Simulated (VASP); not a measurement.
## GaN: single point with r2SCAN

The system is GaN.

```
Ga N
1.0
     3.20391    0.00000    0.00000
    -1.60195    2.77467    0.00000
     0.00000    0.00000    5.21878
Ga N
2 2
Cartesian
  0.0000 1.8498 -0.0043
  1.6020 0.9249 2.6051
  0.0000 1.8498 1.9614
  1.6020 0.9249 4.5708
```

This cell differs from its parent crystal: volume scaled by 1.02.

* Program: VASP 6.6.1
* Task: single point
* Functional: r2SCAN
* Potentials or basis: VASP PAW PBE potentials, release 64 (Ga_d, N)
* Cutoff: 520 eV
* k mesh: 8 × 8 × 6
* Occupations: gaussian, width 0.05 eV
* Spin: no spin polarisation
* Dipole correction: no
* Further INCAR settings: ALGO = Normal; EDIFF = 1e-06; NBANDS = 26

* Pressure: -2.7 GPa
* Band gap on the k mesh: 2.20 eV, direct

Forces on the atoms (eV/Å):
```
Ga   0.000  0.000 -0.003
Ga   0.000  0.000 -0.003
N    0.000  0.000  0.003
N    0.000  0.000  0.003
```

Levels at points of the mesh, in eV from the valence-band top:
```
           k point  band 14  band 15  band 16  band 17  band 18  band 19  band 20  band 21  band 22  band 23
(0.00, 0.00, 0.00)    -1.04    -1.04    -0.04     0.00     0.00     2.20     4.68     9.84    10.47    10.47
(0.50, 0.00, 0.00)    -5.32    -4.21    -2.77    -2.19    -1.01     5.52     6.00     6.49     9.18    10.95
(0.00, 0.00, 0.50)    -3.89    -0.53    -0.53    -0.53    -0.53     4.63     4.63     9.06     9.06    10.99
(0.50, 0.00, 0.50)    -6.61    -1.96    -1.96    -1.91    -1.91     4.82     4.82     8.29     8.29    10.63
```

It took 110 s on 1 thread of Intel(R) Xeon(R) Platinum 8259CL CPU @ 2.50GHz (Skylake/Cascade Lake), on a shared host, peak memory 0.19 GiB.

Caveat: the PAW data sets were made with another functional, which shifts forces and pressure a little.
